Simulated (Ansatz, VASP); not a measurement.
TiRh3 in VASP and in Ansatz

Contents of INCAR:

```
PREC = Accurate
ENCUT = 520
EDIFF = 1E-6
ISMEAR = -1
SIGMA = 0.03
LREAL = F
LASPH = T
NELM = 80
ALGO = Normal
ISIF = 2
LWAVE = F
LCHARG = T
LELF = T
LVHAR = T
NBANDS = 36
```

The input KPOINTS:

```
regular mesh
0
Gamma
  10 10 10
```

The input POSCAR:

```
TiRh3
1.0
    3.7963482204      0.0000000000      0.0000000000
    0.0000000000      3.7963482204      0.0000000000
    0.0000000000      0.0000000000      3.7963482204
Ti Rh
1 3
Direct
    0.0000000000      0.0000000000      0.0000000000
    0.0000000000      0.5000000000      0.5000000000
    0.5000000000      0.0000000000      0.5000000000
    0.5000000000      0.5000000000      0.0000000000
```

Input for Ansatz:

```yaml
crystal:
  lattice:
    - [3.7963482204, 0.0, 0.0]
    - [0.0, 3.7963482204, 0.0]
    - [0.0, 0.0, 3.7963482204]
  atoms:
    - { symbol: Ti, position: [0.0, 0.0, 0.0] }
    - { symbol: Rh, position: [0.0, 0.5, 0.5] }
    - { symbol: Rh, position: [0.5, 0.0, 0.5] }
    - { symbol: Rh, position: [0.5, 0.5, 0.0] }
kpoints:
  mp_grid: { grid: [10, 10, 10] }
  band_path:
    path:
      - [0.0, 0.0, 0.0]
      - [0.0, 0.5, 0.0]
      - [0.5, 0.5, 0.0]
      - [0.0, 0.0, 0.0]
      - [0.5, 0.5, 0.5]
      - [0.0, 0.5, 0.0]
      - [0.5, 0.5, 0.5]
      - [0.5, 0.5, 0.0]
    npoints: 5
scf:
  occupations: { method: fermi_dirac, width: 0.03 }
hamiltonian:
  xc: lda
  pseudopotentials: { kind: all_electron, lapw: { basis_error: 0.001 } }
output:
  forces: true
  stress: true
  eigenvalues: true
```

Change from the starting cell: volume scaled by 0.98.

Alike in both runs: task single point; functional LDA; k mesh 10 × 10 × 10; occupations fermi-dirac, width 0.03 eV; no spin polarisation.

|  | VASP | Ansatz |
| --- | --- | --- |
| version | VASP 6.6.1 | Ansatz 0.2.0 |
| potentials or method | VASP PAW LDA potentials, release 64 (Ti_sv, Rh_pv), cutoff 520 eV | all-electron LAPW, scalar-relativistic |

|  | VASP | Ansatz | Ansatz less VASP |
| --- | --- | --- | --- |
| pressure (GPa) | -4.7 | -5.4 | -0.75 |

LDA's correlation is that of Perdew and Zunger in VASP and of Perdew and Wang (1992) in Ansatz. Ansatz ran all-electron here, and VASP with PAW potentials.
